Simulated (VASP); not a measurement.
# Pd: single point with PBE

Pd:

```
CELL_PARAMETERS angstrom
2.68342 0.00000 0.00000
-1.34171 2.32391 0.00000
0.00000 0.00000 4.46916
ATOMIC_POSITIONS crystal
Pd 0.33333 0.66667 0.25000
Pd 0.66667 0.33333 0.75000
```

```json
{
  "Program": "VASP 6.6.1",
  "Task": "single point",
  "Functional": "PBE",
  "Potentials or basis": "VASP PAW PBE potentials, release 64 (Pd)",
  "Cutoff": "520 eV",
  "k mesh": "16 × 16 × 9",
  "Occupations": "fermi-dirac, width 0.08 eV",
  "Spin": "no spin polarisation",
  "Dipole correction": "no",
  "Further INCAR settings": "ALGO = Normal; EDIFF = 1e-06; NBANDS = 17"
}
```

```yaml
Pressure: 21.6 GPa
Band_gap_on_the_k_mesh: zero (band 10 reaches 11.03 eV, above the bottom of band 11 at 10.11 eV)
```

Stress tensor (GPa, compression positive):
```
21.59  0.00  0.00
 0.00 21.59  0.00
 0.00  0.00 21.49
```

Levels at points of the mesh, in eV from the Fermi level:
| k point | band 6 | band 7 | band 8 | band 9 | band 10 | band 11 | band 12 | band 13 | band 14 | band 15 |
| --- | --- | --- | --- | --- | --- | --- | --- | --- | --- | --- |
| (0.00, 0.00, 0.00) | -2.64 | -2.64 | -1.86 | -1.86 | -0.28 | -0.28 | 0.69 | 7.46 | 17.18 | 18.86 |
| (0.50, 0.00, 0.00) | -2.39 | -2.00 | 0.01 | 0.02 | 0.23 | 2.70 | 4.81 | 10.09 | 10.33 | 13.73 |

Wall time 69 s on 1 thread of Intel(R) Xeon(R) Platinum 8259CL CPU @ 2.50GHz (Skylake/Cascade Lake), with other jobs on the host, peak memory 0.18 GiB.
